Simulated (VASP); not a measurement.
HPt24: single point with PBE+D3(BJ)

System: HPt24, a slab with vacuum.

```xyz
25
Lattice="5.5559 0.0000 0.0000 0.0000 7.8572 0.0000 0.0000 0.0000 25.9449" Properties=species:S:1:pos:R:3 pbc="T T T"
Pt    1.3890    1.9643    8.5000
Pt    1.3890    5.8929    8.5000
Pt    4.1669    1.9643    8.5000
Pt    4.1669    5.8929    8.5000
Pt    2.7779    3.9286    9.8890
Pt    2.7779    0.0000    9.8890
Pt    0.0000    3.9286    9.8890
Pt    0.0000    0.0000    9.8890
Pt    4.1669    5.8929   11.2779
Pt    4.1669    1.9643   11.2779
Pt    1.3890    5.8929   11.2779
Pt    1.3890    1.9643   11.2779
Pt   -0.0024    0.0000   12.6823
Pt   -0.0014    3.9286   12.6609
Pt    2.7804    0.0000   12.6823
Pt    2.7794    3.9286   12.6609
Pt    1.3890    1.9344   14.1335
Pt    1.3890    5.9228   14.1335
Pt    4.1669    1.9308   14.1558
Pt    4.1669    5.9264   14.1558
Pt    2.7748    3.9286   15.3451
Pt    2.7822    0.0000   15.4880
Pt    0.0031    3.9286   15.3451
Pt   -0.0043    0.0000   15.4880
H     1.3890    7.8572   16.5488
```

* Program: VASP 6.6.1
* Task: single point
* Functional: PBE
* Dispersion: D3(BJ)
* Potentials or basis: VASP PAW PBE potentials, release 64 (Pt, H)
* Cutoff: 520 eV
* k mesh: 5 × 4 × 1
* Occupations: gaussian, width 0.1 eV
* Spin: no spin polarisation

* Largest force: 0.934 eV/Å
* Band gap on the k mesh: zero (an odd number of electrons rules out a gap without spin polarisation)
* Dispersion energy per atom: -0.533 eV

Forces on the atoms (eV/Å):
```
Pt   0.000 -0.023  0.628
Pt   0.000  0.023  0.628
Pt   0.000 -0.012  0.601
Pt   0.000  0.012  0.601
Pt  -0.001  0.000 -0.724
Pt   0.003  0.000 -0.934
Pt   0.001  0.000 -0.724
Pt  -0.003  0.000 -0.934
Pt   0.000  0.151  0.280
Pt   0.000 -0.151  0.280
Pt   0.000  0.133  0.209
Pt   0.000 -0.133  0.209
Pt  -0.008  0.000 -0.010
Pt   0.000  0.000  0.013
Pt   0.008  0.000 -0.010
Pt   0.000  0.000  0.013
Pt   0.000  0.010 -0.004
Pt   0.000 -0.010 -0.004
Pt   0.000 -0.002  0.005
Pt   0.000  0.002  0.005
Pt   0.000  0.000 -0.050
Pt  -0.004  0.000 -0.020
Pt   0.000  0.000 -0.050
Pt   0.004  0.000 -0.020
H    0.000  0.000  0.011
```

Levels at points of the mesh, in eV from the Fermi level:
```tsv
k point	band 118	band 119	band 120	band 121	band 122	band 123	band 124	band 125
(0.00, 0.00, 0.00)	0.10	0.10	0.10	0.17	0.20	0.26	0.28	0.30
(0.00, 0.50, 0.00)	0.15	0.20	0.20	0.23	0.24	0.27	0.28	0.32
```

Wall time 31 min on 4 MPI ranks on Oxide Virtual Turin-like Processor, on a shared host, peak memory 1.6 GiB a rank.

Caveat: spin-orbit coupling is left out, which moves the levels of the heavy elements.
